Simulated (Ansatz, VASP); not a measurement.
## CoO: VASP beside Ansatz

```
Co O
1.0
     1.53675    0.88724    2.47351
    -1.53675    0.88724    2.47351
     0.00000   -1.77448    2.47351
Co O
1 1
Cartesian
  0.0000 0.0000 0.0000
  0.0000 0.0000 3.7103
```

Alike in both runs: functional PBE; k mesh 18 × 18 × 18; occupations gaussian, width 0.1 eV; collinear spin; Hubbard terms Co d U = 3.32 eV.

Ansatz relaxed the structure, and its values are those at the end. VASP's run is a single point on that final structure, the one shown.

```csv
,VASP,Ansatz
version,VASP 6.6.1,Ansatz 0.2.0
potentials or method,"VASP PAW PBE potentials, release 64 (Co, O), cutoff 520 eV","scalar-relativistic, plane waves, PAW"
valence electrons in the cell,15,23
```

```csv
,VASP,Ansatz,Ansatz less VASP
pressure (GPa),-7.4,0.0,+7.44
net moment per atom (μB),1.50,1.50,0.000
size of the moment on the site where the two differ most (μB),2.73,2.62,-0.114
```

Site moments also hang on the region over which each program counts them. The programs project onto different local orbitals, so the same U acts differently, and such runs can settle in different states. VASP's potentials hold 15 valence electrons a cell and Ansatz's 23, so a difference there can come from the potentials and not from the codes.
